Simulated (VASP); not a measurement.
# BaTiO3 (P4mm) in VASP: further runs

BaTiO3 is run at these levels: PBE; tasks: electric field gradients.

Program: VASP 6.6.1. These are calculated values, not measurements. Logs are shortened: lines on timing, memory, paths and dates and some standing lists are left out, and cuts for length are marked.

**1. The cell of the first run**

The structure is tetragonal, space group P4mm (No. 99). Conventional cell: a = 3.973 Å, b = 3.973 Å, c = 3.991 Å, α = 90.00°, β = 90.00°, γ = 90.00°. Ba (site symmetry 4mm) has 12 O at 2.77 to 2.86 Å and 8 Ti at 3.40 to 3.49 Å within 3.7 Å. Ti (site symmetry 4mm) has 6 O at 1.86 to 2.13 Å within 2.5 Å. Within 2.5 Å of O (site symmetry 4mm) lie 2 Ti at 1.86 to 2.13 Å. O (site symmetry 2mm) has 2 Ti at 1.99 Å within 2.6 Å.

**2. Electric field gradients, PBE (volume scaled by 0.98)**

Contents of INCAR:

```
  ALGO = Normal
  EDIFF = 1E-8
  ENCUT = 520
  GGA = PE
  ISIF = 2
  ISMEAR = -1
  LASPH = True
  LCHARG = False
  LEFG = True
  LREAL = False
  LWAVE = False
  NBANDS = 28
  NELM = 80
  PREC = Accurate
  SIGMA = 0.08
```

Contents of KPOINTS:

```
k-points
0
Gamma
  7 7 7
```

Contents of POSCAR:

```
BaTiO3
1.0
    3.9729548958      0.0000000000      0.0000000000
    0.0000000000      3.9729548958      0.0000000000
    0.0000000000      0.0000000000      3.9910327445
Ba Ti O
1 1 3
Direct
    0.0000000000      0.0000000000      0.0000000000
    0.5000000000      0.5000000000      0.4820000000
    0.5000000000      0.5000000000      0.0160000000
    0.5000000000      0.0000000000      0.5150000000
    0.0000000000      0.5000000000      0.5150000000
```

Potentials or basis: VASP PAW PBE potentials, release 64 (Ba_sv, Ti_sv, O).

Run with:

```sh
> cat potpaw_PBE.64/Ba_sv/POTCAR potpaw_PBE.64/Ti_sv/POTCAR potpaw_PBE.64/O/POTCAR > POTCAR
> mpirun -np 1 vasp_std > vasp.out
```

OUTCAR:

```text
EDIFF = 1E-8
   ENCUT = 520
   GGA = PE
   ISIF = 2
   ISMEAR = -1
   LASPH = True
   LREAL = False
   NELM = 80
   PREC = Accurate

 ion  position               nearest neighbor table
   1  0.000  0.000  0.000-   4 2.77   5 2.77   5 2.77   4 2.77   3 2.81   3 2.81   3 2.81   3 2.81
                             4 2.86   5 2.86   5 2.86   4 2.86   2 3.40   2 3.40   2 3.40   2 3.40
   2  0.500  0.500  0.482-   3 1.86   4 1.99   5 1.99   4 1.99   5 1.99   3 2.13   1 3.40   1 3.40
                             1 3.40   1 3.40   1 3.49   1 3.49   1 3.49   1 3.49
   3  0.500  0.500  0.016-   2 1.86   2 2.13   1 2.81   1 2.81   1 2.81   1 2.81
   4  0.500  0.000  0.515-   2 1.99   2 1.99   1 2.77   1 2.77   1 2.86   1 2.86
   5  0.000  0.500  0.515-   2 1.99   2 1.99   1 2.77   1 2.77   1 2.86   1 2.86

  LATTYP: Found a simple tetragonal cell.
 ALAT       =     3.9729548958
 C/A-ratio  =     1.0045502275

  Lattice vectors:

 A1 = (   3.9729548958,   0.0000000000,   0.0000000000)
 A2 = (   0.0000000000,   3.9729548958,   0.0000000000)
 A3 = (   0.0000000000,   0.0000000000,   3.9910327445)

Analysis of symmetry for initial positions (statically):
=====================================================================
 Subroutine PRICEL returns:
 Original cell was already a primitive cell.

 Routine SETGRP: Setting up the symmetry group for a
 simple tetragonal supercell.

 Subroutine GETGRP returns: Found  8 space group operations
 (whereof  8 operations were pure point group operations)
 out of a pool of 16 trial point group operations.

The static configuration has the point symmetry C_4v.

Analysis of symmetry for dynamics (positions and initial velocities):
=====================================================================
 Subroutine PRICEL returns:
 Original cell was already a primitive cell.

 Routine SETGRP: Setting up the symmetry group for a
 simple tetragonal supercell.

 Subroutine GETGRP returns: Found  8 space group operations
 (whereof  8 operations were pure point group operations)
 out of a pool of 16 trial point group operations.

The dynamic configuration has the point symmetry C_4v.

 Subroutine INISYM returns: Found  8 space group operations
 (whereof  8 operations are pure point group operations),
 and found     1 'primitive' translations

----------------------------------------------------------------------------------------

                                     Primitive cell

  volume of cell :      62.9959

  direct lattice vectors                    reciprocal lattice vectors
     3.972954896  0.000000000  0.000000000     0.251701826  0.000000000  0.000000000
     0.000000000  3.972954896  0.000000000     0.000000000  0.251701826  0.000000000
     0.000000000  0.000000000  3.991032745     0.000000000  0.000000000  0.250561713

  length of vectors
     3.972954896  3.972954896  3.991032745     0.251701826  0.251701826  0.250561713

  position of ions in fractional coordinates (direct lattice)
     0.000000000  0.000000000  0.000000000
     0.500000000  0.500000000  0.482000000
     0.500000000  0.500000000  0.016000000
     0.500000000  0.000000000  0.515000000
     0.000000000  0.500000000  0.515000000

  ion indices of the primitive-cell ions
   primitive index   ion index
                 1           1
                 2           2
                 3           3
                 4           4
                 5           5

----------------------------------------------------------------------------------------

 KPOINTS: k-points

Automatic generation of k-mesh.
 Grid dimensions read from file:
 generate k-points for:    7    7    7

 Generating k-lattice:

  Cartesian coordinates                     Fractional coordinates (reciprocal lattice)
     0.035957404  0.000000000  0.000000000     0.142857143  0.000000000  0.000000000
     0.000000000  0.035957404  0.000000000     0.000000000  0.142857143  0.000000000
     0.000000000  0.000000000  0.035794530     0.000000000  0.000000000  0.142857143

  Length of vectors
     0.035957404  0.035957404  0.035794530

  Shift w.r.t. Gamma in fractional coordinates (k-lattice)
     0.000000000  0.000000000  0.000000000

 Subroutine IBZKPT returns following result:
 ===========================================

 Found     40 irreducible k-points:

 Following reciprocal coordinates:
            Coordinates               Weight
  0.000000  0.000000  0.000000      1.000000
  0.142857  0.000000  0.000000      4.000000
  0.285714  0.000000  0.000000      4.000000
  0.428571  0.000000  0.000000      4.000000
  0.142857  0.142857  0.000000      4.000000
  0.285714  0.142857  0.000000      8.000000
[... 16 lines left out ...]
  0.285714  0.000000  0.285714      8.000000
  0.428571  0.000000  0.285714      8.000000
 [... further k-points ...]
   k-points           NKPTS =     40   k-points in BZ     NKDIM =     40   number of bands    NBANDS=     28
   number of dos      NEDOS =    301   number of ions     NIONS =      5
   total plane-waves  NPLWV =  27000
   dimension x,y,z NGX =    30 NGY =   30 NGZ =   30
   dimension x,y,z NGXF=    60 NGYF=   60 NGZF=   60
   ions per type =               1   1   3
   NGX,Y,Z   is equivalent  to a cutoff of  12.55, 12.55, 12.50 a.u.
   NGXF,Y,Z  is equivalent  to a cutoff of  25.11, 25.11, 24.99 a.u.
 SYSTEM =  unknown system
   PREC   = accura    normal or accurate (medium, high low for compatibility)
   ISTART =      0    job   : 0-new  1-cont  2-samecut
   ICHARG =      2    charge: 1-file 2-atom 10-const
   ISPIN  =      1    spin polarized calculation?
   LNONCOLLINEAR =      F non collinear calculations
   LSORBIT =      F    spin-orbit coupling
   LASPH  =      T    aspherical Exc in radial PAW
   ENCUT  =  520.0 eV  38.22 Ry    6.18 a.u.   7.39  7.39  7.42*2*pi/ulx,y,z
   NELM   =     80;   NELMIN=  2; NELMDL= -5     # of ELM steps
   EDIFF  = 0.1E-07   stopping-criterion for ELM
   LREAL  =      F    real-space projection
   EDIFFG = 0.1E-06   stopping-criterion for IOM
   NSW    =      0    number of steps for IOM
   IBRION =     -1    ionic relax: 0-MD 1-quasi-New 2-CG
   NFREE  =      0    steps in history (QN), initial steepest desc. (CG)
   ISIF   =      2    stress and relaxation
   ISYM   =      2    0-nonsym 1-usesym 2-fastsym
   POTIM  = 0.5000    time-step for ionic-motion
   TEBEG  =    0.0;   TEEND  =   0.0 temperature during run
   PSTRESS=    0.0 pullay stress
   NELECT =      40.0000    total number of electrons
   NUPDOWN=      -1.0000    fix difference up-down
   EMIN   =  10.00;   EMAX   =-10.00  energy-range for DOS
   EFERMI =   0.00;   METHOD = LEGACY
   ISMEAR =    -1;   SIGMA  =   0.08  broadening in eV -4-tet -1-fermi 0-gaus
   EFERMI_NEDOS =   21; number of points for ismear=-14 and -15
   IALGO  =     38    algorithm
   IMIX   =      4    mixing-type and parameters
     AMIX     =   0.40;   BMIX     =  1.00
     AMIX_MAG =   1.60;   BMIX_MAG =  1.00
  volume/ion in A,a.u.               =      12.60        85.02
  Fermi-wavevector in a.u.,A,eV,Ry     =   1.407097  2.659027 26.938466  1.979921
  Thomas-Fermi vector in A             =   2.529390
   LORBIT       =      0    0 simple, 1 ext, 2 COOP (PROOUT), +10 PAW based schemes
   GGA     = PE    functional components
   LHFCALC =     F    Hartree Fock is set to
   AEXX    =    0.0000 exact exchange contribution
   IVDW    =     0    specifies the selected vdW correction
   LEPSILON=     F    determine dielectric tensor
   LRPA    =     F    only Hartree local field effects (RPA)
 non-spin polarized calculation
  energy-cutoff  :      520.00
  volume of cell :       63.00
 maximum number of plane-waves:      1743
 NGX is ok and might be reduce to    30
   NGX = 15   NGY = 15   NGZ = 15

 number of electron      39.9999978 magnetization

 Free energy of the ion-electron system (eV)
  ---------------------------------------------------
  ext. energy  EPLUGINS =         0.00000000
  ---------------------------------------------------
  free energy    TOTEN  =       -39.92956527 eV

  energy without entropy =      -39.92956438  energy(sigma->0) =      -39.92956483

 E-fermi :   4.9687     XC(G=0): -11.3480

 val. band max:        3.9186453654   @ k =   0.4286   0.4286   0.4286
 cond. band min:       5.8362416543   @ k =   0.0000   0.0000   0.0000
 fundamental gap:      1.9175962888
 Fermi energy:         4.9687155228

 k-point     1 :       0.0000    0.0000    0.0000
  band No.  band energies     occupation
      1     -52.4828      2.00000
      2     -28.7512      2.00000
      3     -28.7048      2.00000
      4     -28.7048      2.00000
      5     -20.8166      2.00000
      6     -12.9648      2.00000
[... 20 lines left out ...]
     27       9.0715      0.00000
     28      11.5190      0.00000

 k-point     2 :       0.1429    0.0000    0.0000
  band No.  band energies     occupation
      1     -52.4826      2.00000
      2     -28.7508      2.00000
      3     -28.7158      2.00000
      4     -28.7043      2.00000
      5     -20.7921      2.00000
      6     -12.9887      2.00000
[... 20 lines left out ...]
     27       9.4637      0.00000
     28      12.0049      0.00000

 k-point     3 :       0.2857    0.0000    0.0000
  band No.  band energies     occupation
      1     -52.4821      2.00000
      2     -28.7498      2.00000
      3     -28.7404      2.00000
      4     -28.7034      2.00000
      5     -20.7359      2.00000
      6     -13.1022      2.00000
[... 20 lines left out ...]
     27      10.4668      0.00000
     28      12.3925      0.00000

 k-point     4 :       0.4286    0.0000    0.0000
  band No.  band energies     occupation
      1     -52.4817      2.00000
      2     -28.7601      2.00000
      3     -28.7489      2.00000
      4     -28.7026      2.00000
      5     -20.6898      2.00000
      6     -13.2251      2.00000
[... 578 lines left out ...]
     27      10.8569      0.00000
     28      12.6583      0.00000

 k-point    23 :       0.2857    0.0000    0.2857
  band No.  band energies     occupation
      1     -52.4814      2.00000
      2     -28.7836      2.00000
      3     -28.7385      2.00000
      4     -28.7021      2.00000
      5     -20.6757      2.00000
      6     -12.8978      2.00000
[... 20 lines left out ...]
     27      11.8745      0.00000
     28      12.6870      0.00000

 k-point    24 :       0.4286    0.0000    0.2857
  band No.  band energies     occupation
      1     -52.4811      2.00000
      2     -28.7825      2.00000
      3     -28.7578      2.00000
      4     -28.7013      2.00000
      5     -20.6398      2.00000
      6     -12.8879      2.00000
[... 20 lines left out ...]
     27      12.5332      0.00000
     28      12.9840      0.00000

 [... further k-points ...]
[... 5 lines left out ...]
  --------------------------------------------------------------------------------------
  -------------------------------------------------------------------------------------
  Total        3.0087804      3.0087804      3.6844951      0.0000000      0.0000000      0.0000000
  in kB       76.5223878     76.5223878     93.7078573      0.0000000      0.0000000      0.0000000
  external PRESSURE =      82.2508777 kB  Pullay stress =       0.0000000 kB

 VOLUME and BASIS-vectors are now :
 -----------------------------------------------------------------------------
  energy-cutoff  :      520.00
  volume of cell :       63.00
      direct lattice vectors                 reciprocal lattice vectors
     3.972954896  0.000000000  0.000000000     0.251701826  0.000000000  0.000000000
     0.000000000  3.972954896  0.000000000     0.000000000  0.251701826  0.000000000
     0.000000000  0.000000000  3.991032745     0.000000000  0.000000000  0.250561713

 POSITION                                       TOTAL-FORCE (eV/Angst)
 -----------------------------------------------------------------------------------
      0.00000      0.00000      0.00000         0.000000      0.000000     -0.056342
      1.98648      1.98648      1.92368         0.000000     -0.000000      0.200917
      1.98648      1.98648      0.06386         0.000000     -0.000000      0.151901
      1.98648      0.00000      2.05538         0.000000      0.000000     -0.148238
      0.00000      1.98648      2.05538        -0.000000      0.000000     -0.148238
 -----------------------------------------------------------------------------------
    total drift:                                0.000000      0.000000     -0.000425

  FREE ENERGIE OF THE ION-ELECTRON SYSTEM (eV)
  ---------------------------------------------------
  free  energy   TOTEN  =       -39.9295652697 eV

  energy  without entropy=      -39.9295643805  energy(sigma->0) =      -39.92956483

 Electric field gradients (V/A^2)
---------------------------------------------------------------------
 ion       V_xx      V_yy      V_zz      V_xy      V_xz      V_yz
---------------------------------------------------------------------
   1       2.228     2.228    -4.455     0.000    -0.000     0.000
   2       0.991     0.991    -1.983    -0.000    -0.000    -0.000
   3      -7.258    -7.258    14.516     0.000     0.000    -0.000
   4     -12.325    25.680   -13.355     0.000     0.000    -0.000
   5      25.680   -12.325   -13.355    -0.000     0.000     0.000
---------------------------------------------------------------------

 Electric field gradients after diagonalization (V/A^2)
 (convention: |V_zz| > |V_xx| > |V_yy|)
----------------------------------------------------------------------
 ion       V_xx      V_yy      V_zz     asymmetry (V_yy - V_xx)/ V_zz
----------------------------------------------------------------------
   1       2.228     2.228    -4.455       0.000
   2       0.991     0.991    -1.983       0.000
   3      -7.258    -7.258    14.516       0.000
   4     -13.355   -12.325    25.680       0.040
   5     -13.355   -12.325    25.680       0.040
----------------------------------------------------------------------

           NMR quadrupolar parameters

 Cq : quadrupolar parameter    Cq=e*Q*V_zz/h
 eta: asymmetry parameters     (V_yy - V_xx)/ V_zz
 Q  : nuclear electric quadrupole moment in mb (millibarn)
----------------------------------------------------------------------
 ion       Cq(MHz)       eta       Q (mb)
----------------------------------------------------------------------
   1      -0.011       0.000       1.000
   2      -0.005       0.000       1.000
   3       0.035       0.000       1.000
   4       0.062       0.040       1.000
   5       0.062       0.040       1.000
----------------------------------------------------------------------
```

Run time: 74 s. Hardware: 1 thread of Intel Xeon 6975P-C, shared host; peak memory 0.22 GiB.

Results:

| Quantity | Value |
| --- | --- |
| Free energy | -39.9296 eV |
| Pressure | 8.2 GPa |
| Largest force | 0.201 eV/Å |
| Band gap on the k mesh | 1.92 eV, indirect (least direct gap 2.13 eV) |

Forces on the atoms (eV/Å):
```
Ba   0.000  0.000 -0.056
Ti   0.000  0.000  0.201
O    0.000  0.000  0.152
O    0.000  0.000 -0.148
O    0.000  0.000 -0.148
```

Levels at points of the mesh, in eV from the valence-band top:
| k point | band 18 | band 19 | band 20 | band 21 | band 22 | band 23 |
| --- | --- | --- | --- | --- | --- | --- |
| (0.00, 0.00, 0.00) | -0.25 | -0.22 | -0.22 | 1.92 | 2.22 | 2.22 |

Electric field gradients, principal values (V/Å²):
```
atom    least   middle  greatest (by size)
1 Ba    2.228    2.228              -4.455
2 Ti    0.991    0.991              -1.983
 3 O   -7.258   -7.258              14.516
 4 O  -12.325  -13.355              25.680
 5 O  -12.325  -13.355              25.680
```

Caveat: without QUAD_EFG the Cq values of the log hold for a quadrupole moment of 1 mb, not for the nuclei; spin-orbit coupling is left out, which moves the levels of the heavy elements. A k mesh can miss the band edges.

(Continued in part 2 of 4.)
